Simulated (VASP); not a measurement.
Fe, 1 atom in the cell. Symmetry: Fm-3m, No. 225, cubic system. The conventional cell has a = 3.359 Å, b = 3.359 Å, c = 3.359 Å, α = 90.00°, β = 90.00°, γ = 90.00°. Within 3.1 Å of Fe (site symmetry m-3m) lie 12 Fe at 2.38 Å.  This cell differs from its parent crystal: volume scaled by 0.96.

* Program: VASP 6.6.1
* Task: single point
* Functional: PBEsol
* Potentials or basis: VASP PAW PBE potentials, release 64 (Fe)
* Cutoff: 520 eV
* k mesh: 18 × 18 × 18
* Occupations: fermi-dirac, width 0.05 eV
* Spin: collinear spin, ferromagnetic start
* Starting moments: [2.5] μB
* Dipole correction: no
* Further INCAR settings: ALGO = Normal; EDIFF = 1e-06; NBANDS = 14

Potentials or basis: VASP PAW PBE potentials, release 64 (Fe).

Run with:

```sh
$ cat potpaw_PBE.64/Fe/POTCAR > POTCAR
$ mpirun -np 1 vasp_std > vasp.out
```

Hardware: 1 thread of Intel(R) Xeon(R) 6975P-C (Granite Rapids), with other jobs on the host.

Q: How long does it take, and how much memory?

A: It took 61 s on 1 thread of Intel(R) Xeon(R) 6975P-C (Granite Rapids), on a shared host, peak memory 0.15 GiB. Counts: scf iterations 19, k points 195.
